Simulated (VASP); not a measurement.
Set up this calculation in VASP 6.6.1, as the native input.

```yaml
Task: single point
Functional: RPBE
Potentials_or_basis: VASP PAW PBE potentials, release 64 (Cd)
Cutoff: 520 eV
k_mesh: 7 × 7 × 10
Occupations: fermi-dirac, width 0.1 eV
Spin: no spin polarisation
Dipole_correction: no
Further_INCAR_settings: ALGO = Normal; EDIFF = 1e-06; NBANDS = 25
```

The structure of Cd lies in POSCAR:

```
Cd
1.0
    5.2586488578      0.0000000000      0.0000000000
   -2.6293244289      4.5541235004      0.0000000000
    0.0000000000      0.0000000000      3.1742956463
Cd
3
Direct
    0.0000000000      1.0000000000      0.0000000000
    0.3333333333      0.6666666667      0.5000000000
    0.6666666667      0.3333333333      0.5000000000
```

This isn't the form of Cd at room conditions, which is hcp.

The input as run:

INCAR

```
ALGO     = Normal         # electronic algorithm
EDIFF    = 1E-6           # SCF threshold, eV
ENCUT    = 520            # plane-wave cutoff, eV
GGA      = RP             # functional
ISIF     = 2              # what is computed and relaxed
ISMEAR   = -1             # smearing method
LASPH    = T              # aspherical terms in the spheres
LCHARG   = F              # write CHGCAR
LREAL    = F              # projectors in reciprocal space
LWAVE    = F              # write WAVECAR
NBANDS   = 25             # bands
NELM     = 80             # most SCF steps
PREC     = Accurate       # precision mode
SIGMA    = 0.1            # smearing width, eV
```

KPOINTS

```
k-points
0
Gamma
  7 7 10
```

Potentials or basis: VASP PAW PBE potentials, release 64 (Cd).

Run with:

```bash
$ cat potpaw_PBE.64/Cd/POTCAR > POTCAR
$ mpirun -np 1 vasp_std > vasp.out
```

Results of the run:

The pressure is 0.1 GPa and the band gap on the k mesh is zero (bands 18 and 19 overlap by 4.55 eV).

Caveat: the PAW data sets were made with another functional, which shifts forces and pressure a little.

Wall time 47 s on 1 thread of Intel(R) Xeon(R) Platinum 8375C CPU @ 2.90GHz (Ice Lake) (shared host), peak memory 0.22 GiB.
